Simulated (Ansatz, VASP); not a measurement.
## Two plane-wave programs on Mg2Sn

```xyz
3
Lattice="0.0000 3.3695 3.3695 3.3695 0.0000 3.3695 3.3695 3.3695 0.0000" Properties=species:S:1:pos:R:3 pbc="T T T"
Mg    1.6847    1.6847    1.6847
Mg    5.0542    5.0542    5.0542
Sn    0.0000    0.0000    0.0000
```

Alike in both runs: task relaxation of cell and atoms; functional LDA; k mesh 12 × 12 × 12; occupations fermi-dirac, width 0.1 eV; no spin polarisation.

```csv
,VASP,Ansatz
version,VASP 6.6.1,Ansatz 0.2.0
potentials or method,"VASP PAW LDA potentials, release 64 (Mg, Sn_d)","PAW with Ansatz's default frozen-core files, scalar-relativistic"
plane-wave cutoff (eV),600,420
valence electrons in the cell,18,34
```

```tsv
	VASP	Ansatz	Ansatz less VASP
relaxed volume (Å³/atom)	24.52	24.67	+0.145
relaxed length of the cell vector where the two differ most in proportion (Å)	4.703	4.713	+0.0093
```

LDA's correlation is that of Perdew and Zunger in VASP and of Perdew and Wang (1992) in Ansatz. VASP's potentials hold 18 valence electrons a cell and Ansatz's 34, so a difference there can come from the potentials and not from the codes.
